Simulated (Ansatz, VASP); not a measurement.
## Si in VASP and in Ansatz

INCAR

```
SYSTEM = Si
ALGO = Normal
EDIFF = 1E-6
EDIFFG = -0.04
ENCUT = 600
GGA = PE
IBRION = 2
ISIF = 3
ISMEAR = 0
LASPH = .TRUE.
LCHARG = .FALSE.
LREAL = .FALSE.
LWAVE = .FALSE.
NELM = 60
NSW = 90
PREC = Accurate
SIGMA = 0.1
```

File KPOINTS:

```
k-points
0
G
  8 8 8
  0 0 0
```

Contents of POSCAR:

```
Si
1.0
   -1.6381592100      1.6422863900      2.0416471600
    1.6381592100     -1.6422863900      2.0416471600
    1.6381592100      1.6422863900     -2.0416471600
Si
1
Direct
    0.5000000000      0.0000000000      0.5000000000
```

Input for Ansatz:

```yaml
crystal:
  lattice:
    - [-1.63815921, 1.64228639, 2.04164716]
    - [1.63815921, -1.64228639, 2.04164716]
    - [1.63815921, 1.64228639, -2.04164716]
  atoms:
    - { symbol: Si, position: [0.5, 0.0, 0.5] }
basis:
  ecutwfc: 420
kpoints:
  mp_grid: { grid: [8, 8, 8] }
hamiltonian:
  xc: pbe
scf:
  occupations: { method: gaussian, width: 0.1 }
  lower_state_search: "off"
output:
  forces: true
  stress: true
  eigenvalues: true
relax:
  adjacent_minimum: "off"
  f_tol: 0.04
  max_steps: 70
  cell: { stress_tol: 0.4 }
```

Alike in both runs: task relaxation of cell and atoms; functional PBE; k mesh 8 × 8 × 8; occupations gaussian, width 0.1 eV; no spin polarisation.

|  | VASP | Ansatz |
| --- | --- | --- |
| version | VASP 6.6.1 | Ansatz 0.2.0 |
| potentials or method | VASP PAW PBE potentials, release 64 (Si), cutoff 600 eV | scalar-relativistic, plane waves, PAW |
| valence electrons in the cell | 4 | 4 |

|  | VASP | Ansatz | Ansatz less VASP |
| --- | --- | --- | --- |
| gap on the k mesh at the Fermi level, each at its own relaxed structure (eV) | none | none | - |
| relaxed volume (Å³/atom) | 14.48 | 14.48 | -0.003 |
| relaxed cell length with the largest relative difference (Å) | 2.668 | 2.669 | +0.0007 |

A gap of «none» marks a metal or a gap that the smearing closes.

Noted on VASP's run: the volume moved by over 15 % at a fixed basis, so the end points are rough.
